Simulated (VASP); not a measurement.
A run of VASP 6.6.1 is set up as follows.

The input INCAR:

```
SYSTEM = MgB2
ALGO = Normal
EDIFF = 1E-6
ENCUT = 520
GGA = RP
ISIF = 2
ISMEAR = 0
IVDW = 13
LASPH = .TRUE.
LCHARG = .FALSE.
LREAL = .FALSE.
LWAVE = .FALSE.
NBANDS = 11
NELM = 80
PREC = Accurate
SIGMA = 0.05
```

File KPOINTS:

```
k-points
0
G
  8 8 6
  0 0 0
```

The input POSCAR:

```
MgB2
1.0
    3.0386287701      0.0000000000      0.0000000000
   -1.5193143850      2.6315297076      0.0000000000
    0.0000000000      0.0000000000      3.3918042535
Mg B
1 2
Direct
    0.0000000000      0.0000000000      0.0000000000
    0.3333333333      0.6666666667      0.5000000000
    0.6666666667      0.3333333333      0.5000000000
```

Potentials or basis: VASP PAW PBE potentials, release 64 (Mg, B).

Command:

```sh
$ cat potpaw_PBE.64/Mg/POTCAR potpaw_PBE.64/B/POTCAR > POTCAR
$ mpirun -np 1 vasp_std > vasp.out
```

Problem. Estimate the dispersion energy per atom.

Solution. -0.506 eV.

Problem. Estimate the band gap on the k mesh.

Solution. Zero (band 4 reaches 7.13 eV, above the bottom of band 5 at 4.29 eV).

Problem. Estimate the pressure.

Solution. 2.8 GPa.

Stress tensor (GPa, compression positive):
```
2.88 0.00 0.00
0.00 2.88 0.00
0.00 0.00 2.73
```

Caveat: the PAW data sets were made with another functional, which shifts forces and pressure a little; pairwise dispersion overbinds metals, which lowers pressure and volume.
